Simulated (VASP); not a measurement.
A run of VASP 6.6.1 is set up as follows.

The input INCAR:

```
SYSTEM = Na
PREC     = Accurate       ! precision mode
ENCUT    = 520            ! plane-wave cutoff, eV
EDIFF    = 1E-7           ! SCF threshold, eV
ISMEAR   = -1             ! smearing method
SIGMA    = 0.1            ! smearing width, eV
LREAL    = .FALSE.        ! projectors in reciprocal space
LASPH    = .TRUE.         ! aspherical terms in the spheres
NELM     = 100            ! most SCF steps
ALGO     = Normal         ! electronic algorithm
ISIF     = 2              ! what is computed and relaxed
LWAVE    = .FALSE.        ! write WAVECAR
LCHARG   = .FALSE.        ! write CHGCAR
GGA      = PS             ! functional
NBANDS   = 10             ! bands
```

Contents of KPOINTS:

```
regular mesh
0
G
  14 14 14
  0 0 0
```

Contents of POSCAR:

```
Na
1.0
   -1.8654186018      1.8654186018      2.6115131372
    1.8654186018     -1.8654186018      2.6115131372
    1.8654186018      1.8654186018     -2.6115131372
Na
1
Direct
    0.0000000000      0.0000000000      0.0000000000
```

Potentials or basis: VASP PAW PBE potentials, release 64 (Na_pv).

Run with:

```bash
$ cat potpaw_PBE.64/Na_pv/POTCAR > POTCAR
$ mpirun -np 1 vasp_std > vasp.out
```

Q: Estimate the pressure.

A: 0.0 GPa.

Q: What does it give for the band gap on the k mesh?

A: Zero (an odd number of electrons rules out a gap without spin polarisation).

Caveat: the PAW data sets were made with another functional, which shifts forces and pressure a little.
